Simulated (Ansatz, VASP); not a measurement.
## Si3C2: VASP beside Ansatz

The input INCAR:

```
PREC = Accurate
ENCUT = 520
EDIFF = 1E-7
ISMEAR = 0
SIGMA = 0.1
LREAL = F
LASPH = T
NELM = 150
ALGO = Normal
ISIF = 2
LWAVE = F
LCHARG = F
ISPIN = 2
MAGMOM = 0 0 0 1 1
LORBIT = 11
GGA = PE
NBANDS = 22
```

KPOINTS

```
Automatic mesh
0
Gamma
  8 8 8
```

File POSCAR:

```
Si3C2
1.0
   -1.3604362900      1.3604362900      9.6197372700
    1.3604362900     -1.3604362900      9.6197372700
    1.3604362900      1.3604362900     -9.6197372700
Si C
3 2
Direct
    0.5000000000      0.5000000000      0.0000000000
    0.7000000000      0.7000000000      0.0000000000
    0.3000000000      0.3000000000      0.0000000000
    0.9000000000      0.9000000000      0.0000000000
    0.1000000000      0.1000000000      0.0000000000
```

Input for Ansatz:

```yaml
crystal:
  lattice:
    - [-1.36043629, 1.36043629, 9.61973727]
    - [1.36043629, -1.36043629, 9.61973727]
    - [1.36043629, 1.36043629, -9.61973727]
  atoms:
    - { symbol: Si, position: [0.5, 0.5, 0.0] }
    - { symbol: Si, position: [0.7, 0.7, 0.0] }
    - { symbol: Si, position: [0.3, 0.3, 0.0] }
    - { symbol: C, position: [0.9, 0.9, 0.0], spin: 1.0 }
    - { symbol: C, position: [0.1, 0.1, 0.0], spin: 1.0 }
basis:
  ecutwfc: 420
kpoints:
  mp_grid: { grid: [8, 8, 8] }
hamiltonian:
  xc: pbe
scf:
  occupations: { method: gaussian, width: 0.1 }
  lower_state_search: "off"
output:
  forces: true
  stress: true
  eigenvalues: true
  populations: true
magnetization:
  spin_polarized: true
```

Alike in both runs: task single point; functional PBE; k mesh 8 × 8 × 8; occupations gaussian, width 0.1 eV; collinear spin.

|  | VASP | Ansatz |
| --- | --- | --- |
| version | VASP 6.6.1 | Ansatz 0.2.0 |
| potentials or method | VASP PAW PBE potentials, release 64 (Si, C), cutoff 520 eV | scalar-relativistic, plane waves, PAW |
| valence electrons in the cell | 20 | 20 |

VASP gave:

```
gap on the k mesh at the Fermi level (eV)                     : none
pressure (GPa)                                                : -15.9
traceless stress, the component that is largest in VASP (GPa) : -5.54
rms of the force components (eV/Å)                            : 0.522
net moment per atom (μB)                                      : 0.00
```

**Question.** What did Ansatz give for the same quantities?

**Answer.** gap on the k mesh at the Fermi level (eV): none; pressure (GPa): -15.9; traceless stress, the component that is largest in VASP (GPa): -5.56; rms of the force components (eV/Å): 0.524; net moment per atom (μB): 0.00.

Atom by atom the forces differ by 0.002 eV/Å (rms over components). A gap of «none» marks a metal or a gap that the smearing closes. Ansatz's warnings: seeded moment not kept.

The k mesh is coarse, so the values compare programs but aren't converged.
